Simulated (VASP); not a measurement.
Here is a VASP 6.6.1 calculation.

File INCAR:

```
PREC = Accurate ; ENCUT = 600
EDIFF = 1E-6 ; ISMEAR = -1
SIGMA = 0.05 ; LREAL = False
LASPH = True ; NELM = 80
ALGO = Normal ; ISIF = 3
LWAVE = False ; LCHARG = False
GGA = PS ; IBRION = 2
NSW = 80 ; EDIFFG = -0.02
PSTRESS = 200.0
```

The input KPOINTS:

```
Automatic mesh
0
Gamma
  10 10 10
```

File POSCAR:

```
GaN
1.0
    0.0000000000      2.2535006075      2.2535006075
    2.2535006075      0.0000000000      2.2535006075
    2.2535006075      2.2535006075      0.0000000000
Ga N
1 1
Direct
    0.0000000000      0.0000000000      0.0000000000
    0.2500000000      0.2500000000      0.2500000000
```

Potentials or basis: VASP PAW PBE potentials, release 64 (Ga_d, N).

Run with:

```console
$ cat potpaw_PBE.64/Ga_d/POTCAR potpaw_PBE.64/N/POTCAR > POTCAR
$ mpirun -np 1 vasp_std > vasp.out
```

Question: Estimate the relaxed volume.

Answer: 10.41 Å³/atom.

Question: Predict the relaxed cell.

Answer: a = 3.088 Å, b = 3.088 Å, c = 3.088 Å, α = 60.00°, β = 60.00°, γ = 60.00°.

Question: Predict the space group after relaxing (to 0.05 Å).

Answer: F-43m (No. 216).

Step by step:
```tsv
step	energy change (eV)	largest force (eV/Å)	pressure (GPa)	volume (Å³)
1	0.0000	0.0000	-1.51	22.89
2	0.7912	0.0000	68.08	18.17
3	0.1002	0.0000	19.15	20.87
4	0.1070	0.0000	19.85	20.82
```

Caveat: the cell is relaxed towards a set pressure, so the enthalpy falls and the energy may rise; the PAW data sets were made with another functional, which shifts forces and pressure a little.
